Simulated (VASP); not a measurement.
# Cs2AgBiBr6 (Fm-3m) in VASP: further runs, part 2 of 2

VASP 6.6.1.

## Step 3: Single point, PBEsol

This run uses another cell than the first one, of 35.00 Å³/atom.

INCAR reads:

```
PREC = Accurate ; ENCUT = 500
EDIFF = 1E-6 ; ISMEAR = -1
SIGMA = 0.05 ; LREAL = False
LASPH = True ; NELM = 120
ALGO = Normal ; ISIF = 2
LWAVE = False ; LCHARG = True
GGA = PS ; LELF = True
LVHAR = True ; NBANDS = 54
GGA_COMPAT = False
```

KPOINTS reads:

```
Automatic mesh
0
Gamma
  4 4 4
```

POSCAR reads:

```
Cs2AgBiBr6
1.0
    0.0000000000      5.5936885221      5.5936885221
    5.5936885221      0.0000000000      5.5936885221
    5.5936885221      5.5936885221      0.0000000000
Bi Cs Ag Br
1 2 1 6
Direct
    0.0000000000      0.0000000000      0.0000000000
    0.7500000000      0.7500000000      0.7500000000
    0.2500000000      0.2500000000      0.2500000000
    0.5000000000      0.5000000000      0.5000000000
    0.7460857014      0.7460857014      0.2539142986
    0.2539142986      0.2539142986      0.7460857014
    0.7460857014      0.2539142986      0.2539142986
    0.7460857014      0.2539142986      0.7460857014
    0.2539142986      0.7460857014      0.7460857014
    0.2539142986      0.7460857014      0.2539142986
```

Potentials or basis: VASP PAW PBE potentials, release 64 (Bi_d, Cs_sv, Ag, Br).

Started as:

```console
cat potpaw_PBE.64/Bi_d/POTCAR potpaw_PBE.64/Cs_sv/POTCAR potpaw_PBE.64/Ag/POTCAR potpaw_PBE.64/Br/POTCAR > POTCAR
mpirun -np 1 vasp_std > vasp.out
```

OUTCAR:

```text
PREC = Accurate
   ENCUT = 500
   EDIFF = 1E-6
   ISMEAR = -1
   LREAL = False
   LASPH = True
   NELM = 120
   ISIF = 2
   GGA = PS

 ion  position               nearest neighbor table
   1  0.000  0.000  0.000-   5 2.84   6 2.84   7 2.84   8 2.84   9 2.84  10 2.84
   2  0.750  0.750  0.750-
   3  0.250  0.250  0.250-
   4  0.500  0.500  0.500-   5 2.75   6 2.75   7 2.75   8 2.75   9 2.75  10 2.75
   5  0.746  0.746  0.254-   4 2.75   1 2.84
   6  0.254  0.254  0.746-   4 2.75   1 2.84
   7  0.746  0.254  0.254-   4 2.75   1 2.84
   8  0.746  0.254  0.746-   4 2.75   1 2.84
   9  0.254  0.746  0.746-   4 2.75   1 2.84
  10  0.254  0.746  0.254-   4 2.75   1 2.84

  LATTYP: Found a face centered cubic cell.
 ALAT       =    11.1873770442

  Lattice vectors:

 A1 = (   0.0000000000,   5.5936885221,   5.5936885221)
 A2 = (   5.5936885221,   0.0000000000,   5.5936885221)
 A3 = (   5.5936885221,   5.5936885221,   0.0000000000)

Analysis of symmetry for initial positions (statically):
=====================================================================
 Subroutine PRICEL returns:
 Original cell was already a primitive cell.

 Routine SETGRP: Setting up the symmetry group for a
 face centered cubic supercell.

 Subroutine GETGRP returns: Found 48 space group operations
 (whereof 48 operations were pure point group operations)
 out of a pool of 48 trial point group operations.

The static configuration has the point symmetry O_h .

Analysis of symmetry for dynamics (positions and initial velocities):
=====================================================================
 Subroutine PRICEL returns:
 Original cell was already a primitive cell.

 Routine SETGRP: Setting up the symmetry group for a
 face centered cubic supercell.

 Subroutine GETGRP returns: Found 48 space group operations
 (whereof 48 operations were pure point group operations)
 out of a pool of 48 trial point group operations.

The dynamic configuration has the point symmetry O_h .

 Subroutine INISYM returns: Found 48 space group operations
 (whereof 48 operations are pure point group operations),
 and found     1 'primitive' translations

----------------------------------------------------------------------------------------

                                     Primitive cell

  volume of cell :     350.0458

  direct lattice vectors                    reciprocal lattice vectors
     0.000000000  5.593688522  5.593688522    -0.089386457  0.089386457  0.089386457
     5.593688522  0.000000000  5.593688522     0.089386457 -0.089386457  0.089386457
     5.593688522  5.593688522  0.000000000     0.089386457  0.089386457 -0.089386457

  length of vectors
     7.910670172  7.910670172  7.910670172     0.154821885  0.154821885  0.154821885

  position of ions in fractional coordinates (direct lattice)
     0.000000000  0.000000000  0.000000000
     0.750000000  0.750000000  0.750000000
     0.250000000  0.250000000  0.250000000
     0.500000000  0.500000000  0.500000000
[... 49 lines left out ...]
  0.250000  0.000000  0.000000      8.000000
  0.500000  0.000000  0.000000      4.000000
  0.250000  0.250000  0.000000      6.000000
  0.500000  0.250000  0.000000     24.000000
 -0.250000  0.250000  0.000000     12.000000
  0.500000  0.500000  0.000000      3.000000
 -0.250000  0.500000  0.250000      6.000000
   k-points           NKPTS =      8   k-points in BZ     NKDIM =      8   number of bands    NBANDS=     54
   number of dos      NEDOS =    301   number of ions     NIONS =     10
   total plane-waves  NPLWV = 216000
   dimension x,y,z NGX =    60 NGY =   60 NGZ =   60
   dimension x,y,z NGXF=   120 NGYF=  120 NGZF=  120
   ions per type =               1   2   1   6
   NGX,Y,Z   is equivalent  to a cutoff of  12.61, 12.61, 12.61 a.u.
   NGXF,Y,Z  is equivalent  to a cutoff of  25.22, 25.22, 25.22 a.u.
 SYSTEM =  unknown system
   PREC   = accura    normal or accurate (medium, high low for compatibility)
   ISTART =      0    job   : 0-new  1-cont  2-samecut
   ICHARG =      2    charge: 1-file 2-atom 10-const
   ISPIN  =      1    spin polarized calculation?
   LNONCOLLINEAR =      F non collinear calculations
   LSORBIT =      F    spin-orbit coupling
   LASPH  =      T    aspherical Exc in radial PAW
   ENCUT  =  500.0 eV  36.75 Ry    6.06 a.u.  14.42 14.42 14.42*2*pi/ulx,y,z
   NELM   =    120;   NELMIN=  2; NELMDL= -5     # of ELM steps
   EDIFF  = 0.1E-05   stopping-criterion for ELM
   LREAL  =      F    real-space projection
   EDIFFG = 0.1E-04   stopping-criterion for IOM
   NSW    =      0    number of steps for IOM
   IBRION =     -1    ionic relax: 0-MD 1-quasi-New 2-CG
   NFREE  =      0    steps in history (QN), initial steepest desc. (CG)
   ISIF   =      2    stress and relaxation
   ISYM   =      2    0-nonsym 1-usesym 2-fastsym
   POTIM  = 0.5000    time-step for ionic-motion
   TEBEG  =    0.0;   TEEND  =   0.0 temperature during run
   PSTRESS=    0.0 pullay stress
   NELECT =      86.0000    total number of electrons
   NUPDOWN=      -1.0000    fix difference up-down
   EMIN   =  10.00;   EMAX   =-10.00  energy-range for DOS
   EFERMI =   0.00;   METHOD = LEGACY
   ISMEAR =    -1;   SIGMA  =   0.05  broadening in eV -4-tet -1-fermi 0-gaus
   EFERMI_NEDOS =   21; number of points for ismear=-14 and -15
   IALGO  =     38    algorithm
   IMIX   =      4    mixing-type and parameters
     AMIX     =   0.40;   BMIX     =  1.00
     AMIX_MAG =   1.60;   BMIX_MAG =  1.00
  volume/ion in A,a.u.               =      35.00       236.22
  Fermi-wavevector in a.u.,A,eV,Ry     =   1.025336  1.937603 14.303983  1.051313
  Thomas-Fermi vector in A             =   2.159170
   LORBIT       =      0    0 simple, 1 ext, 2 COOP (PROOUT), +10 PAW based schemes
   GGA     = PS    functional components
   LHFCALC =     F    Hartree Fock is set to
   AEXX    =    0.0000 exact exchange contribution
   IVDW    =     0    specifies the selected vdW correction
   LEPSILON=     F    determine dielectric tensor
   LRPA    =     F    only Hartree local field effects (RPA)
 non-spin polarized calculation
  energy-cutoff  :      500.00
  volume of cell :      350.05
 maximum number of plane-waves:      8904
 NGX is ok and might be reduce to    60
   NGX = 29   NGY = 29   NGZ = 29

 number of electron      86.0000003 magnetization

 Free energy of the ion-electron system (eV)
  ---------------------------------------------------
  ext. energy  EPLUGINS =         0.00000000
  ---------------------------------------------------
  free energy    TOTEN  =       -31.82754394 eV

  energy without entropy =      -31.82754140  energy(sigma->0) =      -31.82754267

 E-fermi :   1.9892     XC(G=0):  -8.4210

 val. band max:        1.4415814074   @ k =   0.5000   0.5000   0.0000
 cond. band min:       2.5393702943   @ k =   0.5000   0.0000   0.0000
 fundamental gap:      1.0977888869
 Fermi energy:         1.9891739078

 k-point     1 :       0.0000    0.0000    0.0000
  band No.  band energies     occupation
      1     -21.6543      2.00000
      2     -21.6543      2.00000
      3     -21.6167      2.00000
      4     -21.6167      2.00000
      5     -21.6167      2.00000
      6     -19.3374      2.00000
[... 445 lines left out ...]
     53       7.3408      0.00000
     54       7.6899      0.00000

------------------------ aborting loop because EDIFF is reached ----------------------------------------

  FORCE on cell =-STRESS in cart. coord.  units (eV):
  Direction    XX          YY          ZZ          XY          YZ          ZX
  --------------------------------------------------------------------------------------
  -------------------------------------------------------------------------------------
  Total        0.0264858      0.0264858      0.0264858      0.0000000     -0.0000000      0.0000000
  in kB        0.1212270      0.1212270      0.1212270      0.0000000     -0.0000000      0.0000000
  external PRESSURE =       0.1212270 kB  Pullay stress =       0.0000000 kB

 VOLUME and BASIS-vectors are now :
 -----------------------------------------------------------------------------
  energy-cutoff  :      500.00
  volume of cell :      350.05
      direct lattice vectors                 reciprocal lattice vectors
     0.000000000  5.593688522  5.593688522    -0.089386457  0.089386457  0.089386457
     5.593688522  0.000000000  5.593688522     0.089386457 -0.089386457  0.089386457
     5.593688522  5.593688522  0.000000000     0.089386457  0.089386457 -0.089386457

 POSITION                                       TOTAL-FORCE (eV/Angst)
 -----------------------------------------------------------------------------------
      0.00000      0.00000      0.00000        -0.000000     -0.000000      0.000000
      8.39053      8.39053      8.39053        -0.000000     -0.000000      0.000000
      2.79684      2.79684      2.79684        -0.000000     -0.000000     -0.000000
      5.59369      5.59369      5.59369        -0.000000     -0.000000      0.000000
      5.59369      5.59369      8.34674        -0.000000     -0.000000     -0.006019
      5.59369      5.59369      2.84063        -0.000000     -0.000000      0.006019
      2.84063      5.59369      5.59369         0.006019     -0.000000      0.000000
      5.59369      8.34674      5.59369        -0.000000     -0.006019      0.000000
      8.34674      5.59369      5.59369        -0.006019     -0.000000      0.000000
      5.59369      2.84063      5.59369        -0.000000      0.006019      0.000000
 -----------------------------------------------------------------------------------
    total drift:                               -0.000000      0.000000      0.000000

  FREE ENERGIE OF THE ION-ELECTRON SYSTEM (eV)
  ---------------------------------------------------
  free  energy   TOTEN  =       -31.8275439358 eV

  energy  without entropy=      -31.8275414002  energy(sigma->0) =      -31.82754267
```

It took 5.2 min on 1 thread of Oxide Virtual Turin-like, shared host; peak memory 0.54 GiB.

What came out:

```
Free energy            : -31.8275 eV
Pressure               : 0.0 GPa
Largest force          : 0.006 eV/Å
Band gap on the k mesh : 1.10 eV (least direct gap 2.33 eV)
```

Forces in eV/Å, atoms in the order of the input:
```
Bi   0.000  0.000  0.000
Cs   0.000  0.000  0.000
Cs   0.000  0.000  0.000
Ag   0.000  0.000  0.000
Br   0.000  0.000 -0.006
Br   0.000  0.000  0.006
Br   0.006  0.000  0.000
Br   0.000 -0.006  0.000
Br  -0.006  0.000  0.000
Br   0.000  0.006  0.000
```

Caveat: the PAW data sets were made with another functional, which shifts forces and pressure a little; spin-orbit coupling is left out, which moves the levels of the heavy elements.

## Step 4: Single point, PBEsol+D3(BJ)

This run uses another cell than the first one, of 35.43 Å³/atom.

INCAR reads:

```
SYSTEM = Cs2AgBiBr6
ALGO = Normal
EDIFF = 1E-6
ENCUT = 500
GGA = PS
GGA_COMPAT = .FALSE.
ISIF = 2
ISMEAR = -1
IVDW = 12
LASPH = .TRUE.
LCHARG = .FALSE.
LREAL = .FALSE.
LWAVE = .FALSE.
NBANDS = 54
NELM = 120
PREC = Accurate
SIGMA = 0.05
```

KPOINTS reads:

```
k-points
0
G
  4 4 4
  0 0 0
```

POSCAR reads:

```
Cs2AgBiBr6
1.0
    0.0000000000      5.6161000000      5.6161000000
    5.6161000000      0.0000000000      5.6161000000
    5.6161000000      5.6161000000      0.0000000000
Bi Cs Ag Br
1 2 1 6
Direct
    0.0000000000      0.0000000000      0.0000000000
    0.7500000000      0.7500000000      0.7500000000
    0.2500000000      0.2500000000      0.2500000000
    0.5000000000      0.5000000000      0.5000000000
    0.7494500000      0.7494500000      0.2505500000
    0.2505500000      0.2505500000      0.7494500000
    0.7494500000      0.2505500000      0.2505500000
    0.7494500000      0.2505500000      0.7494500000
    0.2505500000      0.7494500000      0.7494500000
    0.2505500000      0.7494500000      0.2505500000
```

Started as:

```console
cat potpaw_PBE.64/Bi_d/POTCAR potpaw_PBE.64/Cs_sv/POTCAR potpaw_PBE.64/Ag/POTCAR potpaw_PBE.64/Br/POTCAR > POTCAR
mpirun -np 1 vasp_std > vasp.out
```

Run time: 4.6 min. Hardware: 1 thread of Oxide Virtual Turin-like, shared host; peak memory 0.52 GiB.

Results (log left out):

```yaml
Free_energy: -34.1849 eV
Pressure: -1.1 GPa
Largest_force: 0.310 eV/Å
Band_gap_on_the_k_mesh: 1.17 eV (least direct gap 2.39 eV)
Dispersion_energy_per_atom: -0.239 eV
```

Forces on the atoms (eV/Å):
```
Bi   0.000  0.000  0.000
Cs   0.000  0.000  0.000
Cs   0.000  0.000  0.000
Ag   0.000  0.000  0.000
Br   0.000  0.000 -0.310
Br   0.000  0.000  0.310
Br   0.310  0.000  0.000
Br   0.000 -0.310  0.000
Br  -0.310  0.000  0.000
Br   0.000  0.310  0.000
```

Levels at points of the mesh, in eV from the valence-band top:
| k point | band 39 | band 40 | band 41 | band 42 | band 43 | band 44 | band 45 | band 46 | band 47 | band 48 |
| --- | --- | --- | --- | --- | --- | --- | --- | --- | --- | --- |
| (0.00, 0.00, 0.00) | -1.22 | -1.22 | -1.22 | -0.69 | -0.69 | 2.22 | 2.22 | 2.22 | 3.45 | 4.40 |
| (0.50, 0.00, 0.00) | -1.53 | -1.53 | -1.40 | -1.27 | -1.27 | 1.17 | 3.67 | 3.67 | 4.79 | 4.95 |
| (0.50, 0.50, 0.00) | -1.57 | -1.57 | -1.24 | -0.70 | 0.00 | 2.75 | 2.75 | 3.14 | 4.26 | 5.14 |

Caveat: three body term missing; the PAW data sets were made with another functional, which shifts forces and pressure a little; spin-orbit coupling is left out, which moves the levels of the heavy elements.

## Step 5: Summary

```csv
level,cell,gap on the mesh (eV),pressure (GPa),largest force (eV/Å)
PBEsol+D4,"a = 7.850 Å, angles 60.0°, 10 atoms, atomic positions A",1.06,0.0,0.01
PBEsol,"a = 7.911 Å, angles 60.0°, 10 atoms, atomic positions B",1.10,0.0,0.01
PBEsol+D3(BJ),"a = 7.942 Å, angles 60.0°, 10 atoms, atomic positions C",1.17,-1.1,0.31
```

Alike in all rows: task single point; potentials or basis VASP PAW PBE potentials, release 64 (Bi_d, Cs_sv, Ag, Br); no spin polarisation; k mesh 4 × 4 × 4; cutoff (eV) 500; smearing fermi-dirac 0.05 eV.

Caveats: the PAW data sets were made with another functional, which shifts forces and pressure a little; spin-orbit coupling is left out, which moves the levels of the heavy elements; three body term missing (at least some runs).

Absolute energies hang on the potentials; compare differences alone.
